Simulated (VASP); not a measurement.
# Si3N4 (P-43m) in VASP: a series of runs

Si3N4 is run at these levels: BLYP, BLYP+D3(BJ), PBEsol; tasks: relaxation of cell and atoms, single point.

All numbers are computed with VASP 6.6.1; they aren't measurements. Logs are shortened: lines on timing, memory, paths and dates and some standing lists are left out, and cuts for length are marked.

**1. The cell of the first run**

Symmetry: P-43m, No. 215, cubic system. Conventional cell: a = 4.131 Å, b = 4.131 Å, c = 4.131 Å, α = 90.00°, β = 90.00°, γ = 90.00°. Within 2.3 Å of Si (site symmetry -42m) lie 4 N at 1.77 Å. N (site symmetry 3m) has 3 Si at 1.77 Å within 2.3 Å.

**2. Relaxation of cell and atoms, BLYP**

The input, INCAR:

```
AGGAC = 1.0
AGGAX = 1.0
ALDAC = 0.0
ALDAX = 1.0
ALGO = Normal
EDIFF = 1E-7
EDIFFG = -0.01
ENCUT = 600
GGA = B5
IBRION = 2
ISIF = 3
ISMEAR = -1
LASPH = True
LCHARG = False
LREAL = False
LWAVE = False
NELM = 60
NSW = 60
PREC = Accurate
SIGMA = 0.05
```

The input, KPOINTS:

```
k-points
0
Gamma
  7 7 7
```

The input, POSCAR:

```
Si3N4
1.0
    4.1307800000      0.0000000000      0.0000000000
    0.0000000000      4.1307800000      0.0000000000
    0.0000000000      0.0000000000      4.1307800000
Si N
3 4
Direct
    0.0000000000      0.0000000000      0.5000000000
    0.5000000000      0.0000000000      0.0000000000
    0.0000000000      0.5000000000      0.0000000000
    0.2395200000      0.2395200000      0.7604800000
    0.7604800000      0.7604800000      0.7604800000
    0.2395200000      0.7604800000      0.2395200000
    0.7604800000      0.2395200000      0.2395200000
```

Potentials or basis: VASP PAW PBE potentials, release 64 (Si, N).

Run with:

```
$ cat potpaw_PBE.64/Si/POTCAR potpaw_PBE.64/N/POTCAR > POTCAR
$ mpirun -np 1 vasp_std > vasp.out
```

OUTCAR:

```text
EDIFF = 1E-7
   EDIFFG = -0.01
   ENCUT = 600
   GGA = B5
   IBRION = 2
   ISIF = 3
   ISMEAR = -1
   LASPH = True
   LREAL = False
   NELM = 60
   NSW = 60
   PREC = Accurate

 ion  position               nearest neighbor table
   1  0.000  0.000  0.500-   4 1.77   5 1.77   6 1.77   7 1.77   2 2.92   3 2.92   2 2.92   3 2.92
                             3 2.92   3 2.92   2 2.92   2 2.92
   2  0.500  0.000  0.000-   4 1.77   5 1.77   6 1.77   7 1.77   1 2.92   3 2.92   1 2.92   3 2.92
                             1 2.92   3 2.92   1 2.92   3 2.92
   3  0.000  0.500  0.000-   4 1.77   5 1.77   6 1.77   7 1.77   1 2.92   2 2.92   1 2.92   1 2.92
                             2 2.92   1 2.92   2 2.92   2 2.92
   4  0.240  0.240  0.760-   1 1.77   2 1.77   3 1.77
   5  0.760  0.760  0.760-   1 1.77   2 1.77   3 1.77
   6  0.240  0.760  0.240-   1 1.77   2 1.77   3 1.77
   7  0.760  0.240  0.240-   1 1.77   2 1.77   3 1.77

  LATTYP: Found a simple cubic cell.
 ALAT       =     4.1307800000

  Lattice vectors:

 A1 = (   4.1307800000,   0.0000000000,   0.0000000000)
 A2 = (   0.0000000000,   4.1307800000,   0.0000000000)
 A3 = (   0.0000000000,   0.0000000000,   4.1307800000)

Analysis of symmetry for initial positions (statically):
=====================================================================
 Subroutine PRICEL returns:
 Original cell was already a primitive cell.

 Routine SETGRP: Setting up the symmetry group for a
 simple cubic supercell.

 Subroutine GETGRP returns: Found 24 space group operations
 (whereof 24 operations were pure point group operations)
 out of a pool of 48 trial point group operations.

The static configuration has the point symmetry T_d .

Analysis of symmetry for dynamics (positions and initial velocities):
=====================================================================
 Subroutine PRICEL returns:
 Original cell was already a primitive cell.

 Routine SETGRP: Setting up the symmetry group for a
 simple cubic supercell.

 Subroutine GETGRP returns: Found 24 space group operations
 (whereof 24 operations were pure point group operations)
 out of a pool of 48 trial point group operations.

The dynamic configuration has the point symmetry T_d .

 Subroutine INISYM returns: Found 24 space group operations
 (whereof 24 operations are pure point group operations),
 and found     1 'primitive' translations

----------------------------------------------------------------------------------------

                                     Primitive cell

  volume of cell :      70.4849

  direct lattice vectors                    reciprocal lattice vectors
     4.130780000  0.000000000  0.000000000     0.242085030  0.000000000  0.000000000
     0.000000000  4.130780000  0.000000000     0.000000000  0.242085030  0.000000000
[... 85 lines left out ...]
   LNONCOLLINEAR =      F non collinear calculations
   LSORBIT =      F    spin-orbit coupling
   LASPH  =      T    aspherical Exc in radial PAW
   ENCUT  =  600.0 eV  44.10 Ry    6.64 a.u.   8.25  8.25  8.25*2*pi/ulx,y,z
   NELM   =     60;   NELMIN=  2; NELMDL= -5     # of ELM steps
   EDIFF  = 0.1E-06   stopping-criterion for ELM
   LREAL  =      F    real-space projection
   EDIFFG = -.1E-01   stopping-criterion for IOM
   NSW    =     60    number of steps for IOM
   IBRION =      2    ionic relax: 0-MD 1-quasi-New 2-CG
   NFREE  =      1    steps in history (QN), initial steepest desc. (CG)
   ISIF   =      3    stress and relaxation
   ISYM   =      2    0-nonsym 1-usesym 2-fastsym
   POTIM  = 0.5000    time-step for ionic-motion
   TEBEG  =    0.0;   TEEND  =   0.0 temperature during run
   PSTRESS=    0.0 pullay stress
   NELECT =      32.0000    total number of electrons
   NUPDOWN=      -1.0000    fix difference up-down
   EMIN   =  10.00;   EMAX   =-10.00  energy-range for DOS
   EFERMI =   0.00;   METHOD = LEGACY
   ISMEAR =    -1;   SIGMA  =   0.05  broadening in eV -4-tet -1-fermi 0-gaus
   EFERMI_NEDOS =   21; number of points for ismear=-14 and -15
   IALGO  =     38    algorithm
   IMIX   =      4    mixing-type and parameters
     AMIX     =   0.40;   BMIX     =  1.00
     AMIX_MAG =   1.60;   BMIX_MAG =  1.00
  volume/ion in A,a.u.               =      10.07        67.95
  Fermi-wavevector in a.u.,A,eV,Ry     =   1.258228  2.377707 21.539904  1.583138
  Thomas-Fermi vector in A             =   2.391848
   LORBIT       =      0    0 simple, 1 ext, 2 COOP (PROOUT), +10 PAW based schemes
   GGA     = B5    functional components
   LHFCALC =     F    Hartree Fock is set to
   AEXX    =    0.0000 exact exchange contribution
   IVDW    =     0    specifies the selected vdW correction
   LEPSILON=     F    determine dielectric tensor
   LRPA    =     F    only Hartree local field effects (RPA)
 conjugate gradient relaxation of ions
 non-spin polarized calculation
  energy-cutoff  :      600.00
  volume of cell :       70.48
 maximum number of plane-waves:      2373
 NGX is ok and might be reduce to    36
   NGX = 17   NGY = 17   NGZ = 17

--------------------------------------- Ionic step        1  -------------------------------------------

 number of electron      31.9999999 magnetization

 Free energy of the ion-electron system (eV)
  ---------------------------------------------------
  ext. energy  EPLUGINS =         0.00000000
  ---------------------------------------------------
  free energy    TOTEN  =       -51.67671626 eV

  energy without entropy =      -51.67671626  energy(sigma->0) =      -51.67671626

------------------------ aborting loop because EDIFF is reached ----------------------------------------

  FORCE on cell =-STRESS in cart. coord.  units (eV):
  Direction    XX          YY          ZZ          XY          YZ          ZX
  --------------------------------------------------------------------------------------
  -------------------------------------------------------------------------------------
  Total        1.8559893      1.8559893      1.8559893     -0.0000000      0.0000000     -0.0000000
  in kB       42.1880899     42.1880899     42.1880899     -0.0000000      0.0000000     -0.0000000
  external PRESSURE =      42.1880899 kB  Pullay stress =       0.0000000 kB
[... 151 lines left out ...]
--------------------------------------- Ionic step        5  -------------------------------------------

 number of electron      32.0000008 magnetization

 Free energy of the ion-electron system (eV)
  ---------------------------------------------------
  ext. energy  EPLUGINS =         0.00000000
  ---------------------------------------------------
  free energy    TOTEN  =       -51.70230055 eV

  energy without entropy =      -51.70230055  energy(sigma->0) =      -51.70230055

 E-fermi :   8.0842     XC(G=0): -10.4104

 val. band max:        6.9643065469   @ k =   0.4286   0.4286   0.4286
 cond. band min:       9.9719397325   @ k =   0.0000   0.0000   0.0000
 fundamental gap:      3.0076331855
 Fermi energy:         8.0842132070

 k-point     1 :       0.0000    0.0000    0.0000
  band No.  band energies     occupation
      1     -10.7909      2.00000
      2      -7.0459      2.00000
      3      -7.0459      2.00000
      4      -7.0459      2.00000
      5      -1.5790      2.00000
      6      -1.5790      2.00000
[... 483 lines left out ...]
  FREE ENERGIE OF THE ION-ELECTRON SYSTEM (eV)
  ---------------------------------------------------
  free  energy   TOTEN  =       -51.7023005501 eV

  energy  without entropy=      -51.7023005500  energy(sigma->0) =      -51.70230055

 reached required accuracy - stopping structural energy minimisation
```

OSZICAR:

```text
N       E                     dE             d eps       ncg     rms          rms(c)
DAV:   1     0.168879596233E+03    0.16888E+03   -0.17617E+04   800   0.166E+03
DAV:   2    -0.500911901214E+02   -0.21897E+03   -0.20808E+03  1116   0.334E+02
DAV:   3    -0.607347663621E+02   -0.10644E+02   -0.10587E+02   964   0.806E+01
DAV:   4    -0.608988921564E+02   -0.16413E+00   -0.16363E+00  1008   0.104E+01
[... 43 lines left out ...]
DAV:   1    -0.517023022518E+02   -0.35615E-04   -0.14977E-02   800   0.932E-01    0.262E-02
DAV:   2    -0.517023050325E+02   -0.27807E-05   -0.18727E-04   912   0.107E-01    0.130E-02
DAV:   3    -0.517023007053E+02    0.43273E-05   -0.12132E-05   904   0.277E-02    0.617E-03
DAV:   4    -0.517023005438E+02    0.16142E-06   -0.35629E-06   916   0.128E-02    0.306E-03
DAV:   5    -0.517023005501E+02   -0.62282E-08   -0.15123E-07   528   0.318E-03
   5 F= -.51702301E+02 E0= -.51702301E+02  d E =-.531993E-02
```

CONTCAR:

```text
Si3N4
   1.00000000000000
     4.1625844758227579    0.0000000000000000   -0.0000000000000000
    -0.0000000000000000    4.1625844758227579   -0.0000000000000000
     0.0000000000000000   -0.0000000000000000    4.1625844758227579
  Si              N
     3     4
Direct
     0.0000000000000000    0.0000000000000000    0.5000000000000000
     0.5000000000000000    0.0000000000000000    0.0000000000000000
     0.0000000000000000    0.5000000000000000    0.0000000000000000
     0.2373488928532424    0.2373488928532424    0.7626511071467577
     0.7626511071467577    0.7626511071467577    0.7626511071467577
     0.2373488928532424    0.7626511071467577    0.2373488928532424
     0.7626511071467577    0.2373488928532424    0.2373488928532424

  0.00000000E+00  0.00000000E+00  0.00000000E+00
  0.00000000E+00  0.00000000E+00  0.00000000E+00
  0.00000000E+00  0.00000000E+00  0.00000000E+00
  0.00000000E+00  0.00000000E+00  0.00000000E+00
  0.00000000E+00  0.00000000E+00  0.00000000E+00
  0.00000000E+00  0.00000000E+00  0.00000000E+00
  0.00000000E+00  0.00000000E+00  0.00000000E+00
```

It took 2.2 min on 1 thread of AMD EPYC 9R45 (Zen 5), shared host; peak memory 0.18 GiB.

Results:

| Quantity | Value |
| --- | --- |
| Free energy | -51.7023 eV |
| Relaxed volume | 10.30 Å³/atom |
| Relaxed cell | a = 4.163 Å, b = 4.163 Å, c = 4.163 Å, α = 90.00°, β = 90.00°, γ = 90.00° |
| Space group after relaxing (to 0.05 Å) | P-43m (No. 215) |
| Energy gained by relaxing | 3.7 meV/atom |
| Ionic steps | 5 |
| Pressure after relaxing | 0.0 GPa |
| Band gap on the k mesh | 3.01 eV, indirect (least direct gap 3.18 eV) |

The path:
```tsv
step	energy change (eV)	largest force (eV/Å)	pressure (GPa)	volume (Å³)
1	0.0000	0.1399	4.22	70.48
2	-0.0066	0.2983	-3.90	73.22
3	-0.0203	0.2296	-0.38	71.97
4	-0.0256	0.0182	-0.04	72.11
5	-0.0256	0.0006	-0.01	72.13
```

Final structure:
```
Si N
1.0
     4.16258    0.00000    0.00000
     0.00000    4.16258    0.00000
     0.00000    0.00000    4.16258
Si N
3 4
Direct
  0.00000 0.00000 0.50000
  0.50000 0.00000 0.00000
  0.00000 0.50000 0.00000
  0.23735 0.23735 0.76265
  0.76265 0.76265 0.76265
  0.23735 0.76265 0.23735
  0.76265 0.23735 0.23735
```

Levels at points of the mesh, in eV from the valence-band top:
| k point | band 14 | band 15 | band 16 | band 17 | band 18 | band 19 |
| --- | --- | --- | --- | --- | --- | --- |
| (0.00, 0.00, 0.00) | -0.17 | -0.17 | -0.17 | 3.01 | 3.01 | 3.01 |

Caveat: the PAW data sets were made with another functional, which shifts forces and pressure a little. A k mesh can miss the band edges.

[end of part 1 of 2]
